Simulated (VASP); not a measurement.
Runs of VASP 6.6.1 on Mg3S2O. The structure is that of space group P6/mmm (No. 191), or close to it. The cells are those of the table. The cell was generated, and may not be a known phase.

```csv
task,cell,k mesh,cutoff (eV),smearing,gap on the mesh (eV),pressure (GPa)
relaxation of cell and atoms,"relaxed from a = 4.534, b = 4.534, c = 7.407 Å, angles 90.0, 90.0, 120.0°, 6 atoms",6 × 6 × 4,600,gaussian 0.1 eV,none,0.0
single point,"a = 8.931, b = 8.931, c = 4.235 Å, angles 90.0, 90.0, 120.0°, 6 atoms",6 × 6 × 4,520,gaussian 0.1 eV,1.12,0.2
single point,"a = 10.862, b = 10.862, c = 4.244 Å, angles 90.0, 90.0, 120.0°, 6 atoms",6 × 6 × 6,520,gaussian 0.02 eV,1.53,0.0
single point,"a = 4.534, b = 4.534, c = 7.407 Å, angles 90.0, 90.0, 120.0°, 6 atoms",6 × 6 × 4,520,gaussian 0.1 eV,none,(a)
single point,"a = 10.862, b = 10.862, c = 4.244 Å, angles 90.0, 90.0, 120.0°, 6 atoms",3 × 3 × 6,520,gaussian 0.02 eV,1.53,0.0
```

Alike in all rows: level PBE; potentials or basis VASP PAW PBE potentials, release 64 (Mg, S, O); no spin polarisation.

Problem. Estimate the missing entries.

Solution. (a) 3.7.

Caveats: semilocal functionals underestimate gaps, and a narrow one can read as zero (at least some runs); the stress differs along the axes, from -9 to 10 GPa (at least some runs).

A k mesh can miss the band edges.

A gap of «none» marks levels without a gap at the run's occupations.
